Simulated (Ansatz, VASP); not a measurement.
# PbS: VASP beside Ansatz

File INCAR:

```
  PREC = Accurate
  ENCUT = 400
  EDIFF = 1E-8
  ISMEAR = -1
  SIGMA = 0.05
  LREAL = F
  LASPH = T
  NELM = 120
  ALGO = Normal
  ISIF = 2
  LWAVE = F
  LCHARG = F
  GGA = PE
  LEFG = T
  NBANDS = 17
  GGA_COMPAT = F
```

KPOINTS

```
regular mesh
0
Gamma
  8 8 7
```

The input POSCAR:

```
PbS
1.0
    4.0896976867      0.0000000000      0.0000000000
   -2.0448488433      3.5417820905      0.0000000000
    0.0000000000      0.0000000000      3.7881670000
Pb S
1 1
Direct
    0.0000000000      0.0000000000      0.0000000000
    0.6666666667      0.3333333333      0.5000000000
```

input.yaml

```yaml
crystal:
  lattice:
    - [4.0896976867, 0.0, 0.0]
    - [-2.0448488433, 3.5417820905, 0.0]
    - [0.0, 0.0, 3.788167]
  atoms:
    - { symbol: Pb, position: [0.0, 0.0, 0.0] }
    - { symbol: S, position: [0.6666666667, 0.3333333333, 0.5] }
kpoints:
  mp_grid: { grid: [8, 8, 7] }
scf:
  occupations: { method: fermi_dirac, width: 0.05 }
hamiltonian:
  xc: pbe
  pseudopotentials: { kind: all_electron, datasets: crystal }
output:
  forces: true
  stress: true
  eigenvalues: true
  efg: {}
  elf: true
  volumetric_format: npy
```

Alike in both runs: task electric field gradients; functional PBE; k mesh 8 × 8 × 7; occupations fermi-dirac, width 0.05 eV; no spin polarisation.

|  | VASP | Ansatz |
| --- | --- | --- |
| version | VASP 6.6.1 | Ansatz 0.2.0 |
| potentials or method | VASP PAW PBE potentials, release 64 (Pb_d, S), cutoff 400 eV | all-electron PAW datasets made for the crystal |

```tsv
	VASP	Ansatz	Ansatz less VASP
gap on the k mesh at the Fermi level (eV)	0.21	0.21	-0.004
least direct gap on the mesh (eV)	1.65	1.64	-0.004
pressure (GPa)	0.0	0.0	+0.07
size of Vzz on the site where it differs most (V/Å²)	70.7	89.0	+18.28
```

Ansatz ran all-electron here, and VASP with PAW potentials.

Neither program's run includes spin-orbit coupling.
